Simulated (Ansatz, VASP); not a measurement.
One calculation of HfO2, two programs

```
CELL_PARAMETERS angstrom
5.21946 0.00000 0.00000
0.00000 5.00476 0.00000
0.00000 0.00000 5.03269
ATOMIC_POSITIONS crystal
Hf 0.96699 0.73252 0.74144
Hf 0.53301 0.73252 0.24144
Hf 0.46699 0.26748 0.74144
Hf 0.03301 0.26748 0.24144
O 0.63213 0.92865 0.87927
O 0.86787 0.92865 0.37927
O 0.23395 0.53988 0.49229
O 0.26605 0.53988 0.99229
O 0.76605 0.46012 0.99229
O 0.73395 0.46012 0.49229
O 0.13213 0.07135 0.87927
O 0.36787 0.07135 0.37927
```

Alike in both runs: functional PBE exchange alone; k mesh 5 × 6 × 5; occupations fermi-dirac, width 0.05 eV; no spin polarisation.

```csv
,VASP,Ansatz
version,VASP 6.6.1,Ansatz 0.2.0
potentials or method,"VASP PAW PBE potentials, release 64 (Hf_pv, O)",Ansatz PAW
plane-wave cutoff (eV),520,420
valence electrons in the cell,88,152
task,single point,band structure
```

VASP gave:

* gap on the k mesh at the Fermi level (eV): 4.54
* least direct gap on the mesh (eV): 4.73
* rms of the force components (eV/Å): 0.102

Question: Which values does Ansatz return?

Answer: gap on the k mesh at the Fermi level (eV): 4.58; least direct gap on the mesh (eV): 4.76; rms of the force components (eV/Å): 0.127.

VASP's potentials were made for PBE, not for PBE exchange alone. Atom by atom the forces differ by 0.028 eV/Å (rms over components). The functional is the same, so the differences come from potentials, cutoffs and numerics. VASP's potentials hold 88 valence electrons a cell and Ansatz's 152, so a difference there can come from the potentials and not from the codes.

Spin-orbit coupling is off throughout.
